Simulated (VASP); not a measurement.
# CdS (F-43m) in VASP: further runs, part 2 of 2

VASP 6.6.1.

## (4) Single point, r2SCAN (26.16 Å³/atom)

This run uses another cell than the first one, of 26.16 Å³/atom.

The input, POSCAR:

```
CdS
1.0
    0.0000000000      2.9683836313      2.9683836313
    2.9683836313      0.0000000000      2.9683836313
    2.9683836313      2.9683836313      0.0000000000
Cd S
1 1
Direct
    0.0000000000      0.0000000000      0.0000000000
    0.2500000000      0.2500000000      0.2500000000
```

The input, INCAR.step1:

```
ALGO = Normal
EDIFF = 1E-4
ENCUT = 520
GGA = PE
ISMEAR = 0
LASPH = T
LCHARG = F
LREAL = F
LWAVE = T
NBANDS = 16
NELM = 100
PREC = Accurate
SIGMA = 0.02
```

The input, INCAR.step2:

```
ALGO = Normal
EDIFF = 1E-7
ENCUT = 520
ISIF = 2
ISMEAR = 0
ISTART = 1
LASPH = T
LCHARG = F
LMIXTAU = T
LREAL = F
LWAVE = F
METAGGA = R2SCAN
NBANDS = 16
NELM = 100
PREC = Accurate
SIGMA = 0.02
```

The input, KPOINTS:

```
k-points
0
Gamma
  8 8 8
```

On the command line:

```sh
> cat potpaw_PBE.64/Cd/POTCAR potpaw_PBE.64/S/POTCAR > POTCAR
> cp INCAR.step1 INCAR
> mpirun -np 1 vasp_std > vasp.out
> cp INCAR.step2 INCAR
> mpirun -np 1 vasp_std > vasp.out
```

Run time: 2.7 min. Hardware: 1 thread of AMD EPYC 7R13, shared host; peak memory 0.17 GiB.

It converged, with:

```
Free energy            : -29.6805 eV
Pressure               : -1.4 GPa
Band gap on the k mesh : 1.47 eV
```

Levels at points of the mesh, in eV from the valence-band top:
```csv
k point,band 5,band 6,band 7,band 8,band 9,band 10,band 11,band 12,band 13,band 14
"(0.00, 0.00, 0.00)",-7.35,-7.35,0.00,0.00,0.00,1.47,7.08,7.08,7.08,11.64
"(0.50, 0.00, 0.00)",-7.32,-7.01,-4.14,-0.69,-0.69,3.39,7.47,7.47,7.73,11.38
"(0.50, 0.50, 0.00)",-7.28,-6.95,-3.74,-1.74,-1.74,3.92,4.68,9.55,11.22,11.22
```

Caveat: the PAW data sets were made with another functional, which shifts forces and pressure a little.

## (5) Single point, r2SCAN (26.92 Å³/atom)

This run uses another cell than the first one, of 26.92 Å³/atom.

The input, POSCAR:

```
CdS
1.0
    0.0000000000      2.9969275326      2.9969275326
    2.9969275326      0.0000000000      2.9969275326
    2.9969275326      2.9969275326      0.0000000000
Cd S
1 1
Direct
    0.0000000000      0.0000000000      0.0000000000
    0.2500000000      0.2500000000      0.2500000000
```

The input, INCAR.step1:

```
PREC = Accurate ; ENCUT = 520
ISMEAR = 0 ; SIGMA = 0.02
LREAL = False ; LASPH = True
NELM = 80 ; NBANDS = 16
GGA = PE ; ALGO = Normal
EDIFF = 1E-4 ; LWAVE = True
LCHARG = False
```

The input, INCAR.step2:

```
PREC = Accurate ; ENCUT = 520
EDIFF = 1E-6 ; ISMEAR = 0
SIGMA = 0.02 ; LREAL = False
LASPH = True ; NELM = 80
ALGO = Normal ; ISIF = 2
LWAVE = False ; LCHARG = True
METAGGA = R2SCAN ; LMIXTAU = True
LELF = True ; LVHAR = True
NBANDS = 16 ; ISTART = 1
```

The input, KPOINTS:

```
Automatic mesh
0
Gamma
  8 8 8
```

Potentials or basis: VASP PAW PBE potentials, release 64 (Cd, S).

On the command line:

```sh
> cat potpaw_PBE.64/Cd/POTCAR potpaw_PBE.64/S/POTCAR > POTCAR
> cp INCAR.step1 INCAR
> mpirun -np 1 vasp_std > vasp.out
> cp INCAR.step2 INCAR
> mpirun -np 1 vasp_std > vasp.out
```

OUTCAR:

```text
PREC = Accurate
   ENCUT = 520
   EDIFF = 1E-6
   ISMEAR = 0
   LREAL = False
   LASPH = True
   NELM = 80
   ISIF = 2
   METAGGA = R2SCAN
   ISTART = 1

 ion  position               nearest neighbor table
   1  0.000  0.000  0.000-   2 2.60   2 2.60   2 2.60   2 2.60
   2  0.250  0.250  0.250-   1 2.60   1 2.60   1 2.60   1 2.60

  LATTYP: Found a face centered cubic cell.
 ALAT       =     5.9938550652

  Lattice vectors:

 A1 = (   0.0000000000,   2.9969275326,   2.9969275326)
 A2 = (   2.9969275326,   0.0000000000,   2.9969275326)
 A3 = (   2.9969275326,   2.9969275326,   0.0000000000)

Analysis of symmetry for initial positions (statically):
=====================================================================
 Subroutine PRICEL returns:
 Original cell was already a primitive cell.

 Routine SETGRP: Setting up the symmetry group for a
 face centered cubic supercell.

 Subroutine GETGRP returns: Found 24 space group operations
 (whereof 24 operations were pure point group operations)
 out of a pool of 48 trial point group operations.

The static configuration has the point symmetry T_d .

Analysis of symmetry for dynamics (positions and initial velocities):
=====================================================================
 Subroutine PRICEL returns:
 Original cell was already a primitive cell.

 Routine SETGRP: Setting up the symmetry group for a
 face centered cubic supercell.

 Subroutine GETGRP returns: Found 24 space group operations
 (whereof 24 operations were pure point group operations)
 out of a pool of 48 trial point group operations.

The dynamic configuration has the point symmetry T_d .

 Subroutine INISYM returns: Found 24 space group operations
 (whereof 24 operations are pure point group operations),
 and found     1 'primitive' translations

----------------------------------------------------------------------------------------

                                     Primitive cell

  volume of cell :      53.8343

  direct lattice vectors                    reciprocal lattice vectors
     0.000000000  2.996927533  2.996927533    -0.166837534  0.166837534  0.166837534
     2.996927533  0.000000000  2.996927533     0.166837534 -0.166837534  0.166837534
     2.996927533  2.996927533  0.000000000     0.166837534  0.166837534 -0.166837534

  length of vectors
     4.238295562  4.238295562  4.238295562     0.288971086  0.288971086  0.288971086

  position of ions in fractional coordinates (direct lattice)
     0.000000000  0.000000000  0.000000000
     0.250000000  0.250000000  0.250000000

  ion indices of the primitive-cell ions
   primitive index   ion index
                 1           1
                 2           2

----------------------------------------------------------------------------------------

 KPOINTS: Automatic mesh

Automatic generation of k-mesh.
 Grid dimensions read from file:
 generate k-points for:    8    8    8

 Generating k-lattice:

  Cartesian coordinates                     Fractional coordinates (reciprocal lattice)
    -0.020854692  0.020854692  0.020854692     0.125000000  0.000000000  0.000000000
     0.020854692 -0.020854692  0.020854692     0.000000000  0.125000000  0.000000000
     0.020854692  0.020854692 -0.020854692     0.000000000  0.000000000  0.125000000

  Length of vectors
     0.036121386  0.036121386  0.036121386

  Shift w.r.t. Gamma in fractional coordinates (k-lattice)
     0.000000000  0.000000000  0.000000000

 Subroutine IBZKPT returns following result:
 ===========================================

 Found     29 irreducible k-points:

 Following reciprocal coordinates:
            Coordinates               Weight
  0.000000  0.000000  0.000000      1.000000
  0.125000  0.000000  0.000000      8.000000
  0.250000  0.000000  0.000000      8.000000
  0.375000  0.000000  0.000000      8.000000
  0.500000  0.000000  0.000000      4.000000
  0.125000  0.125000  0.000000      6.000000
[... 16 lines left out ...]
  0.500000  0.250000  0.125000     48.000000
 -0.375000  0.250000  0.125000     24.000000
 [... further k-points ...]
   k-points           NKPTS =     29   k-points in BZ     NKDIM =     29   number of bands    NBANDS=     16
   number of dos      NEDOS =    301   number of ions     NIONS =      2
   total plane-waves  NPLWV =  32768
   dimension x,y,z NGX =    32 NGY =   32 NGZ =   32
   dimension x,y,z NGXF=    64 NGYF=   64 NGZF=   64
   ions per type =               1   1
   NGX,Y,Z   is equivalent  to a cutoff of  12.55, 12.55, 12.55 a.u.
   NGXF,Y,Z  is equivalent  to a cutoff of  25.10, 25.10, 25.10 a.u.
 SYSTEM =  unknown system
   PREC   = accura    normal or accurate (medium, high low for compatibility)
   ISTART =      1    job   : 0-new  1-cont  2-samecut
   ICHARG =      0    charge: 1-file 2-atom 10-const
   ISPIN  =      1    spin polarized calculation?
   LNONCOLLINEAR =      F non collinear calculations
   LSORBIT =      F    spin-orbit coupling
   LASPH  =      T    aspherical Exc in radial PAW
   ENCUT  =  520.0 eV  38.22 Ry    6.18 a.u.   7.88  7.88  7.88*2*pi/ulx,y,z
   NELM   =     80;   NELMIN=  2; NELMDL=  0     # of ELM steps
   EDIFF  = 0.1E-05   stopping-criterion for ELM
   LREAL  =      F    real-space projection
   EDIFFG = 0.1E-04   stopping-criterion for IOM
   NSW    =      0    number of steps for IOM
   IBRION =     -1    ionic relax: 0-MD 1-quasi-New 2-CG
   NFREE  =      0    steps in history (QN), initial steepest desc. (CG)
   ISIF   =      2    stress and relaxation
   ISYM   =      2    0-nonsym 1-usesym 2-fastsym
   POTIM  = 0.5000    time-step for ionic-motion
   TEBEG  =    0.0;   TEEND  =   0.0 temperature during run
   PSTRESS=    0.0 pullay stress
   NELECT =      18.0000    total number of electrons
   NUPDOWN=      -1.0000    fix difference up-down
   EMIN   =  10.00;   EMAX   =-10.00  energy-range for DOS
   EFERMI =   0.00;   METHOD = LEGACY
   ISMEAR =     0;   SIGMA  =   0.02  broadening in eV -4-tet -1-fermi 0-gaus
   EFERMI_NEDOS =   21; number of points for ismear=-14 and -15
   IALGO  =     38    algorithm
   IMIX   =      4    mixing-type and parameters
     AMIX     =   0.40;   BMIX     =  1.00
     AMIX_MAG =   1.60;   BMIX_MAG =  1.00
  volume/ion in A,a.u.               =      26.92       181.65
  Fermi-wavevector in a.u.,A,eV,Ry     =   1.136264  2.147228 17.566440  1.291097
  Thomas-Fermi vector in A             =   2.272969
   LORBIT       =      0    0 simple, 1 ext, 2 COOP (PROOUT), +10 PAW based schemes
   METAGGA = R2SCAN    functional components
   LHFCALC =     F    Hartree Fock is set to
   AEXX    =    0.0000 exact exchange contribution
   IVDW    =     0    specifies the selected vdW correction
   LEPSILON=     F    determine dielectric tensor
   LRPA    =     F    only Hartree local field effects (RPA)
 non-spin polarized calculation
 Gauss-broadening in eV      SIGMA  =   0.02
  energy-cutoff  :      520.00
  volume of cell :       53.83
 maximum number of plane-waves:      1472
   NGX = 15   NGY = 15   NGZ = 15

 number of electron      17.9999993 magnetization

 Free energy of the ion-electron system (eV)
  ---------------------------------------------------
  ext. energy  EPLUGINS =         0.00000000
  ---------------------------------------------------
  free energy    TOTEN  =       -29.66001745 eV

  energy without entropy =      -29.66001745  energy(sigma->0) =      -29.66001745

 E-fermi :   0.5149     XC(G=0):  -9.3358

 val. band max:        0.3847052343   @ k =   0.0000   0.0000   0.0000
 cond. band min:       1.7838618339   @ k =   0.0000   0.0000   0.0000
 fundamental gap:      1.3991565996
 Fermi energy:         0.5149469239

 k-point     1 :       0.0000    0.0000    0.0000
  band No.  band energies     occupation
      1     -12.0093      2.00000
      2      -7.3278      2.00000
      3      -7.3278      2.00000
      4      -7.3278      2.00000
      5      -6.9251      2.00000
      6      -6.9251      2.00000
[... 8 lines left out ...]
     15      12.2618      0.00000
     16      12.2618      0.00000
[... 419 lines left out ...]
 k-point    24 :      -0.3750    0.2500    0.1250
  band No.  band energies     occupation
      1     -11.5987      2.00000
      2      -7.1848      2.00000
      3      -7.1574      2.00000
      4      -6.9428      2.00000
      5      -6.9030      2.00000
      6      -6.5144      2.00000
[... 8 lines left out ...]
     15      13.0201      0.00000
     16      13.9364      0.00000

 [... further k-points ...]

------------------------ aborting loop because EDIFF is reached ----------------------------------------

  FORCE on cell =-STRESS in cart. coord.  units (eV):
  Direction    XX          YY          ZZ          XY          YZ          ZX
  --------------------------------------------------------------------------------------
  -------------------------------------------------------------------------------------
  Total       -0.9678572     -0.9678572     -0.9678572      0.0000000      0.0000000     -0.0000000
  in kB      -28.8046875    -28.8046875    -28.8046875      0.0000000      0.0000000     -0.0000000
  external PRESSURE =     -28.8046875 kB  Pullay stress =       0.0000000 kB

 VOLUME and BASIS-vectors are now :
 -----------------------------------------------------------------------------
  energy-cutoff  :      520.00
  volume of cell :       53.83
      direct lattice vectors                 reciprocal lattice vectors
     0.000000000  2.996927533  2.996927533    -0.166837534  0.166837534  0.166837534
     2.996927533  0.000000000  2.996927533     0.166837534 -0.166837534  0.166837534
     2.996927533  2.996927533  0.000000000     0.166837534  0.166837534 -0.166837534

 POSITION                                       TOTAL-FORCE (eV/Angst)
 -----------------------------------------------------------------------------------
      0.00000      0.00000      0.00000         0.000000     -0.000000     -0.000000
      1.49846      1.49846      1.49846        -0.000000      0.000000      0.000000
 -----------------------------------------------------------------------------------
    total drift:                               -0.000000     -0.000000     -0.000000

  FREE ENERGIE OF THE ION-ELECTRON SYSTEM (eV)
  ---------------------------------------------------
  free  energy   TOTEN  =       -29.6600174485 eV

  energy  without entropy=      -29.6600174485  energy(sigma->0) =      -29.66001745
```

OSZICAR.step1:

```text
N       E                     dE             d eps       ncg     rms          rms(c)
DAV:   1     0.107107594078E+03    0.10711E+03   -0.89716E+03   936   0.102E+03
DAV:   2    -0.238248957429E+01   -0.10949E+03   -0.10384E+03  1120   0.251E+02
DAV:   3    -0.667627188749E+01   -0.42938E+01   -0.42855E+01  1144   0.514E+01
DAV:   4    -0.670248597731E+01   -0.26214E-01   -0.26212E-01  1184   0.395E+00
DAV:   5    -0.670285073353E+01   -0.36476E-03   -0.36475E-03  1128   0.442E-01    0.682E+00
DAV:   6    -0.615708957952E+01    0.54576E+00   -0.89178E-01  1408   0.110E+01    0.568E+00
DAV:   7    -0.614049048951E+01    0.16599E-01   -0.17561E-01  1096   0.287E+00    0.287E+00
DAV:   8    -0.614055872687E+01   -0.68237E-04   -0.14965E-02  1112   0.148E+00    0.249E-01
DAV:   9    -0.614054534180E+01    0.13385E-04   -0.16984E-03  1112   0.555E-01    0.672E-02
DAV:  10    -0.614071025639E+01   -0.16491E-03   -0.23918E-04  1160   0.138E-01    0.753E-02
DAV:  11    -0.614080077179E+01   -0.90515E-04   -0.14605E-04  1048   0.845E-02
   1 F= -.61408008E+01 E0= -.61408008E+01  d E =-.117466E-11
```

It took 2.8 min on 1 thread of AMD EPYC 7R13, shared host; peak memory 0.17 GiB.

What came out:

- Free energy: -29.6600 eV
- Pressure: -2.9 GPa
- Band gap on the k mesh: 1.40 eV

Caveat: the PAW data sets were made with another functional, which shifts forces and pressure a little.

## (6) Overview

```tsv
cell	gap on the mesh (eV)	pressure (GPa)
a = 4.157 Å, angles 60.0°, 2 atoms	1.54	0.3
a = 4.198 Å, angles 60.0°, 2 atoms	1.47	-1.4
a = 4.238 Å, angles 60.0°, 2 atoms	1.40	-2.9
```

Alike in all rows: task single point; level r2SCAN; potentials or basis VASP PAW PBE potentials, release 64 (Cd, S); no spin polarisation; k mesh 8 × 8 × 8; cutoff (eV) 520; smearing gaussian 0.02 eV.

Caveats: the PAW data sets were made with another functional, which shifts forces and pressure a little.

Total energies depend on the potentials used, so only differences within one code and one set of settings carry meaning.
